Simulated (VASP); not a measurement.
# Na3Sb3Au (Pm-3m) in VASP: a series of runs

Runs on Na3Sb3Au. Level: PBE. Tasks: single point, relaxation of cell and atoms.

Program: VASP 6.6.1. These are calculated values, not measurements. Logs are shortened: lines on timing, memory, paths and dates and some standing lists are left out, and cuts for length are marked.

### 1 The cell of the first run

The structure is cubic, space group Pm-3m (No. 221). The conventional cell has a = 5.986 Å, b = 5.986 Å, c = 5.986 Å, α = 90.00°, β = 90.00°, γ = 90.00°. Within 3.9 Å of Na (site symmetry 4/mmm) lie 4 Sb at 2.99 Å and 2 Au at 2.99 Å. Sb (site symmetry 4/mmm) has 4 Na at 2.99 Å within 3.9 Å. Within 3.9 Å of Au (site symmetry m-3m) lie 6 Na at 2.99 Å.

### 2 Single point, PBE

Input file INCAR:

```
SYSTEM = Na3Sb3Au
  ALGO = Normal
  EDIFF = 1E-7
  ENCUT = 520
  GGA = PE
  ISIF = 2
  ISMEAR = 0
  LASPH = .TRUE.
  LCHARG = .TRUE.
  LELF = .TRUE.
  LREAL = .FALSE.
  LVHAR = .TRUE.
  LWAVE = .FALSE.
  NBANDS = 32
  NELM = 100
  PREC = Accurate
  SIGMA = 0.1
```

Input file KPOINTS:

```
k-points
0
G
  6 6 6
  0 0 0
```

Input file POSCAR:

```
Na3Sb3Au
1.0
    5.9857994669      0.0000000000      0.0000000000
    0.0000000000      5.9857994669      0.0000000000
    0.0000000000      0.0000000000      5.9857994669
Na Sb Au
3 3 1
Direct
    0.5000000000      0.5000000000      0.0000000000
    0.0000000000      0.5000000000      0.5000000000
    0.5000000000      0.0000000000      0.5000000000
    0.5000000000      0.0000000000      0.0000000000
    0.0000000000      0.5000000000      0.0000000000
    0.0000000000      0.0000000000      0.5000000000
    0.5000000000      0.5000000000      0.5000000000
```

Potentials or basis: VASP PAW PBE potentials, release 64 (Na_pv, Sb, Au).

Command:

```sh
cat potpaw_PBE.64/Na_pv/POTCAR potpaw_PBE.64/Sb/POTCAR potpaw_PBE.64/Au/POTCAR > POTCAR
mpirun -np 1 vasp_std > vasp.out
```

OUTCAR:

```text
SYSTEM = Na3Sb3Au
   EDIFF = 1E-7
   ENCUT = 520
   GGA = PE
   ISIF = 2
   ISMEAR = 0
   LASPH = .TRUE.
   LREAL = .FALSE.
   NELM = 100
   PREC = Accurate

 ion  position               nearest neighbor table
   1  0.500  0.500  0.000-   4 2.99   5 2.99   7 2.99   7 2.99   4 2.99   5 2.99
   2  0.000  0.500  0.500-   5 2.99   6 2.99   7 2.99   5 2.99   6 2.99   7 2.99
   3  0.500  0.000  0.500-   4 2.99   6 2.99   7 2.99   4 2.99   7 2.99   6 2.99
   4  0.500  0.000  0.000-   1 2.99   3 2.99   3 2.99   1 2.99
   5  0.000  0.500  0.000-   1 2.99   2 2.99   2 2.99   1 2.99
   6  0.000  0.000  0.500-   2 2.99   3 2.99   2 2.99   3 2.99
   7  0.500  0.500  0.500-   1 2.99   2 2.99   3 2.99   1 2.99   3 2.99   2 2.99

  LATTYP: Found a simple cubic cell.
 ALAT       =     5.9857994669

  Lattice vectors:

 A1 = (   5.9857994669,   0.0000000000,   0.0000000000)
 A2 = (   0.0000000000,   5.9857994669,   0.0000000000)
 A3 = (   0.0000000000,   0.0000000000,   5.9857994669)

Analysis of symmetry for initial positions (statically):
=====================================================================
 Subroutine PRICEL returns:
 Original cell was already a primitive cell.

 Routine SETGRP: Setting up the symmetry group for a
 simple cubic supercell.

 Subroutine GETGRP returns: Found 48 space group operations
 (whereof 48 operations were pure point group operations)
 out of a pool of 48 trial point group operations.

The static configuration has the point symmetry O_h .

Analysis of symmetry for dynamics (positions and initial velocities):
=====================================================================
 Subroutine PRICEL returns:
 Original cell was already a primitive cell.

 Routine SETGRP: Setting up the symmetry group for a
 simple cubic supercell.

 Subroutine GETGRP returns: Found 48 space group operations
 (whereof 48 operations were pure point group operations)
 out of a pool of 48 trial point group operations.

The dynamic configuration has the point symmetry O_h .

 Subroutine INISYM returns: Found 48 space group operations
 (whereof 48 operations are pure point group operations),
 and found     1 'primitive' translations

----------------------------------------------------------------------------------------

                                     Primitive cell

  volume of cell :     214.4700

  direct lattice vectors                    reciprocal lattice vectors
     5.985799467  0.000000000  0.000000000     0.167062062  0.000000000  0.000000000
     0.000000000  5.985799467  0.000000000     0.000000000  0.167062062  0.000000000
     0.000000000  0.000000000  5.985799467     0.000000000  0.000000000  0.167062062

  length of vectors
     5.985799467  5.985799467  5.985799467     0.167062062  0.167062062  0.167062062

  position of ions in fractional coordinates (direct lattice)
     0.500000000  0.500000000  0.000000000
     0.000000000  0.500000000  0.500000000
     0.500000000  0.000000000  0.500000000
     0.500000000  0.000000000  0.000000000
     0.000000000  0.500000000  0.000000000
     0.000000000  0.000000000  0.500000000
     0.500000000  0.500000000  0.500000000

  ion indices of the primitive-cell ions
   primitive index   ion index
                 1           1
                 2           2
                 3           3
                 4           4
                 5           5
                 6           6
                 7           7

----------------------------------------------------------------------------------------

 KPOINTS: k-points

Automatic generation of k-mesh.
 Grid dimensions read from file:
 generate k-points for:    6    6    6

 Generating k-lattice:

  Cartesian coordinates                     Fractional coordinates (reciprocal lattice)
     0.027843677  0.000000000  0.000000000     0.166666667  0.000000000  0.000000000
     0.000000000  0.027843677  0.000000000     0.000000000  0.166666667  0.000000000
     0.000000000  0.000000000  0.027843677     0.000000000  0.000000000  0.166666667

  Length of vectors
     0.027843677  0.027843677  0.027843677

  Shift w.r.t. Gamma in fractional coordinates (k-lattice)
     0.000000000  0.000000000  0.000000000

 Subroutine IBZKPT returns following result:
 ===========================================

 Found     20 irreducible k-points:

 Following reciprocal coordinates:
            Coordinates               Weight
  0.000000  0.000000  0.000000      1.000000
  0.166667  0.000000  0.000000      6.000000
  0.333333  0.000000  0.000000      6.000000
  0.500000  0.000000  0.000000      3.000000
  0.166667  0.166667  0.000000     12.000000
  0.333333  0.166667  0.000000     24.000000
[... 12 lines left out ...]
  0.500000  0.500000  0.333333      6.000000
  0.500000  0.500000  0.500000      1.000000
   k-points           NKPTS =     20   k-points in BZ     NKDIM =     20   number of bands    NBANDS=     32
   number of dos      NEDOS =    301   number of ions     NIONS =      7
   total plane-waves  NPLWV = 110592
   dimension x,y,z NGX =    48 NGY =   48 NGZ =   48
   dimension x,y,z NGXF=    96 NGYF=   96 NGZF=   96
   ions per type =               3   3   1
   NGX,Y,Z   is equivalent  to a cutoff of  13.33, 13.33, 13.33 a.u.
   NGXF,Y,Z  is equivalent  to a cutoff of  26.66, 26.66, 26.66 a.u.
 SYSTEM =  Na3Sb3Au
   PREC   = accura    normal or accurate (medium, high low for compatibility)
   ISTART =      0    job   : 0-new  1-cont  2-samecut
   ICHARG =      2    charge: 1-file 2-atom 10-const
   ISPIN  =      1    spin polarized calculation?
   LNONCOLLINEAR =      F non collinear calculations
   LSORBIT =      F    spin-orbit coupling
   LASPH  =      T    aspherical Exc in radial PAW
   ENCUT  =  520.0 eV  38.22 Ry    6.18 a.u.  11.13 11.13 11.13*2*pi/ulx,y,z
   NELM   =    100;   NELMIN=  2; NELMDL= -5     # of ELM steps
   EDIFF  = 0.1E-06   stopping-criterion for ELM
   LREAL  =      F    real-space projection
   EDIFFG = 0.1E-05   stopping-criterion for IOM
   NSW    =      0    number of steps for IOM
   IBRION =     -1    ionic relax: 0-MD 1-quasi-New 2-CG
   NFREE  =      0    steps in history (QN), initial steepest desc. (CG)
   ISIF   =      2    stress and relaxation
   ISYM   =      2    0-nonsym 1-usesym 2-fastsym
   POTIM  = 0.5000    time-step for ionic-motion
   TEBEG  =    0.0;   TEEND  =   0.0 temperature during run
   PSTRESS=    0.0 pullay stress
   NELECT =      47.0000    total number of electrons
   NUPDOWN=      -1.0000    fix difference up-down
   EMIN   =  10.00;   EMAX   =-10.00  energy-range for DOS
   EFERMI =   0.00;   METHOD = LEGACY
   ISMEAR =     0;   SIGMA  =   0.10  broadening in eV -4-tet -1-fermi 0-gaus
   EFERMI_NEDOS =   21; number of points for ismear=-14 and -15
   IALGO  =     38    algorithm
   IMIX   =      4    mixing-type and parameters
     AMIX     =   0.40;   BMIX     =  1.00
     AMIX_MAG =   1.60;   BMIX_MAG =  1.00
  volume/ion in A,a.u.               =      30.64       206.76
  Fermi-wavevector in a.u.,A,eV,Ry     =   0.987003  1.865166 13.254463  0.974176
  Thomas-Fermi vector in A             =   2.118426
   LORBIT       =      0    0 simple, 1 ext, 2 COOP (PROOUT), +10 PAW based schemes
   GGA     = PE    functional components
   LHFCALC =     F    Hartree Fock is set to
   AEXX    =    0.0000 exact exchange contribution
   IVDW    =     0    specifies the selected vdW correction
   LEPSILON=     F    determine dielectric tensor
   LRPA    =     F    only Hartree local field effects (RPA)
 non-spin polarized calculation
 Gauss-broadening in eV      SIGMA  =   0.10
  energy-cutoff  :      520.00
  volume of cell :      214.47
 maximum number of plane-waves:      5832
 NGX is ok and might be reduce to    48
   NGX = 23   NGY = 23   NGZ = 23

 number of electron      46.9999967 magnetization

 Free energy of the ion-electron system (eV)
  ---------------------------------------------------
  ext. energy  EPLUGINS =         0.00000000
  ---------------------------------------------------
  free energy    TOTEN  =       -17.07887645 eV

  energy without entropy =      -17.04796264  energy(sigma->0) =      -17.06341955

 E-fermi :   2.7166     XC(G=0):  -8.4346

 val. band max:        2.7068969375   @ k =   0.5000   0.5000   0.1667
 cond. band min:       2.7241424950   @ k =   0.5000   0.3333   0.0000
 fundamental gap:      0.0172455575
 Fermi energy:         2.7166142874

 k-point     1 :       0.0000    0.0000    0.0000
  band No.  band energies     occupation
      1     -20.5215      2.00000
      2     -20.5215      2.00000
      3     -20.5215      2.00000
      4     -20.5199      2.00000
      5     -20.5199      2.00000
      6     -20.5199      2.00000
[... 24 lines left out ...]
     31       7.6315      0.00000
     32       7.6315      0.00000

 k-point     2 :       0.1667    0.0000    0.0000
  band No.  band energies     occupation
      1     -20.5213      2.00000
      2     -20.5213      2.00000
      3     -20.5213      2.00000
      4     -20.5199      2.00000
      5     -20.5199      2.00000
      6     -20.5199      2.00000
[... 24 lines left out ...]
     31       7.5121      0.00000
     32       7.7123      0.00000

 k-point     3 :       0.3333    0.0000    0.0000
  band No.  band energies     occupation
      1     -20.5211      2.00000
      2     -20.5210      2.00000
      3     -20.5210      2.00000
      4     -20.5202      2.00000
      5     -20.5202      2.00000
      6     -20.5199      2.00000
[... 24 lines left out ...]
     31       7.9251      0.00000
     32       8.1164      0.00000

 k-point     4 :       0.5000    0.0000    0.0000
  band No.  band energies     occupation
      1     -20.5210      2.00000
      2     -20.5206      2.00000
      3     -20.5206      2.00000
      4     -20.5205      2.00000
      5     -20.5205      2.00000
      6     -20.5198      2.00000
[... 24 lines left out ...]
     31       8.0993      0.00000
     32       8.5908      0.00000

 k-point     5 :       0.1667    0.1667    0.0000
  band No.  band energies     occupation
      1     -20.5222      2.00000
      2     -20.5212      2.00000
      3     -20.5208      2.00000
      4     -20.5203      2.00000
      5     -20.5200      2.00000
      6     -20.5190      2.00000
[... 444 lines left out ...]
     31       8.3677      0.00000
     32       8.7516      0.00000

 k-point    18 :       0.5000    0.3333    0.3333
  band No.  band energies     occupation
      1     -20.5251      2.00000
      2     -20.5250      2.00000
      3     -20.5244      2.00000
      4     -20.5164      2.00000
      5     -20.5159      2.00000
      6     -20.5157      2.00000
[... 24 lines left out ...]
     31       8.6940      0.00000
     32       8.9342      0.00000

 k-point    19 :       0.5000    0.5000    0.3333
  band No.  band energies     occupation
      1     -20.5258      2.00000
      2     -20.5250      2.00000
      3     -20.5250      2.00000
      4     -20.5158      2.00000
      5     -20.5158      2.00000
      6     -20.5151      2.00000
[... 24 lines left out ...]
     31       8.7238      0.00000
     32       8.7281      0.00000

 k-point    20 :       0.5000    0.5000    0.5000
  band No.  band energies     occupation
      1     -20.5258      2.00000
      2     -20.5258      2.00000
      3     -20.5258      2.00000
      4     -20.5151      2.00000
      5     -20.5151      2.00000
      6     -20.5151      2.00000
[... 24 lines left out ...]
     31       8.2968      0.00000
     32       8.2968      0.00000

------------------------ aborting loop because EDIFF is reached ----------------------------------------

  FORCE on cell =-STRESS in cart. coord.  units (eV):
  Direction    XX          YY          ZZ          XY          YZ          ZX
  --------------------------------------------------------------------------------------
  -------------------------------------------------------------------------------------
  Total        0.0277623      0.0277623      0.0277623     -0.0000000     -0.0000000     -0.0000000
  in kB        0.2073956      0.2073956      0.2073956     -0.0000000     -0.0000000     -0.0000000
  external PRESSURE =       0.2073956 kB  Pullay stress =       0.0000000 kB

 VOLUME and BASIS-vectors are now :
 -----------------------------------------------------------------------------
  energy-cutoff  :      520.00
  volume of cell :      214.47
      direct lattice vectors                 reciprocal lattice vectors
     5.985799467  0.000000000  0.000000000     0.167062062  0.000000000  0.000000000
     0.000000000  5.985799467  0.000000000     0.000000000  0.167062062  0.000000000
     0.000000000  0.000000000  5.985799467     0.000000000  0.000000000  0.167062062

 POSITION                                       TOTAL-FORCE (eV/Angst)
 -----------------------------------------------------------------------------------
      2.99290      2.99290      0.00000         0.000000      0.000000      0.000000
      0.00000      2.99290      2.99290         0.000000      0.000000      0.000000
      2.99290      0.00000      2.99290         0.000000      0.000000      0.000000
      2.99290      0.00000      0.00000         0.000000      0.000000      0.000000
      0.00000      2.99290      0.00000         0.000000      0.000000      0.000000
      0.00000      0.00000      2.99290         0.000000      0.000000      0.000000
      2.99290      2.99290      2.99290         0.000000      0.000000      0.000000
 -----------------------------------------------------------------------------------
    total drift:                                0.000000     -0.000000     -0.000000

  FREE ENERGIE OF THE ION-ELECTRON SYSTEM (eV)
  ---------------------------------------------------
  free  energy   TOTEN  =       -17.0788764488 eV

  energy  without entropy=      -17.0479626437  energy(sigma->0) =      -17.06341955
```

Wall time 2.3 min (1 thread of Intel Xeon Platinum 8259CL at 2.50GHz (Skylake/Cascade Lake), shared host); peak memory 0.39 GiB.

What came out:

```yaml
Free_energy: -17.0789 eV
Pressure: 0.0 GPa
```

Caveat: spin-orbit coupling is left out, which moves the levels of the heavy elements.

### 3 Relaxation of cell and atoms, PBE

This run uses another cell than the first one, of 30.53 Å³/atom, 0.997 times its volume.

Input file INCAR:

```
SYSTEM = Na3Sb3Au
PREC = Accurate
ENCUT = 600
EDIFF = 1E-7
ISMEAR = 0
SIGMA = 0.1
LREAL = .FALSE.
LASPH = .TRUE.
NELM = 100
ALGO = Normal
ISIF = 3
LWAVE = .FALSE.
LCHARG = .FALSE.
GGA = PE
IBRION = 2
NSW = 100
EDIFFG = -0.01
```

Input file KPOINTS:

```
regular mesh
0
G
  6 6 6
  0 0 0
```

POSCAR: that of step 2 with these lines changed.

```diff
@@ -2,5 +2,5 @@
 1.0
-    5.9857994669      0.0000000000      0.0000000000
-    0.0000000000      5.9857994669      0.0000000000
-    0.0000000000      0.0000000000      5.9857994669
+    5.9789469485      0.0000000000      0.0000000000
+    0.0000000000      5.9789469485      0.0000000000
+    0.0000000000      0.0000000000      5.9789469485
 Na Sb Au
```

Potentials or basis: VASP PAW PBE potentials, release 64 (Na_pv, Sb, Au).

Command:

```sh
cat potpaw_PBE.64/Na_pv/POTCAR potpaw_PBE.64/Sb/POTCAR potpaw_PBE.64/Au/POTCAR > POTCAR
mpirun -np 1 vasp_std > vasp.out
```

Run time: 3.9 min. Hardware: 1 thread of Intel Xeon Platinum 8259CL at 2.50GHz (Skylake/Cascade Lake), shared host; peak memory 0.43 GiB.

The run converged. Its results:

```
Free energy                            : -17.0787 eV
Relaxed volume                         : 30.62 Å³/atom
Relaxed cell                           : a = 5.985 Å, b = 5.985 Å, c = 5.985 Å, α = 90.00°, β = 90.00°, γ = 90.00°
Space group after relaxing (to 0.05 Å) : Pm-3m (No. 221)
Energy gained by relaxing              : 0.0 meV/atom
Ionic steps                            : 2
Pressure after relaxing                : 0.0 GPa
```

Step by step:
```tsv
step	energy change (eV)	largest force (eV/Å)	pressure (GPa)	volume (Å³)
1	0.0000	0.0000	0.10	213.73
2	-0.0003	0.0000	0.04	214.33
```

Final structure:
```
Na Sb Au
1.0
     5.98451    0.00000    0.00000
     0.00000    5.98451    0.00000
     0.00000    0.00000    5.98451
Na Sb Au
3 3 1
Direct
  0.50000 0.50000 0.00000
  0.00000 0.50000 0.50000
  0.50000 0.00000 0.50000
  0.50000 0.00000 0.00000
  0.00000 0.50000 0.00000
  0.00000 0.00000 0.50000
  0.50000 0.50000 0.50000
```

Levels at points of the mesh, in eV from the Fermi level:
| k point | band 21 | band 22 | band 23 | band 24 | band 25 | band 26 | band 27 | band 28 |
| --- | --- | --- | --- | --- | --- | --- | --- | --- |
| (0.00, 0.00, 0.00) | -1.99 | -0.20 | -0.20 | -0.20 | 1.00 | 1.00 | 1.00 | 4.47 |
| (0.50, 0.00, 0.00) | -0.96 | -0.96 | -0.48 | -0.39 | 0.38 | 0.77 | 0.77 | 2.50 |
| (0.50, 0.50, 0.00) | -1.19 | -0.53 | -0.53 | -0.50 | -0.28 | 0.89 | 1.27 | 2.53 |
| (0.50, 0.50, 0.50) | -2.42 | -2.10 | 0.85 | 0.85 | 0.85 | 1.31 | 1.31 | 5.03 |

Caveat: spin-orbit coupling is left out, which moves the levels of the heavy elements.
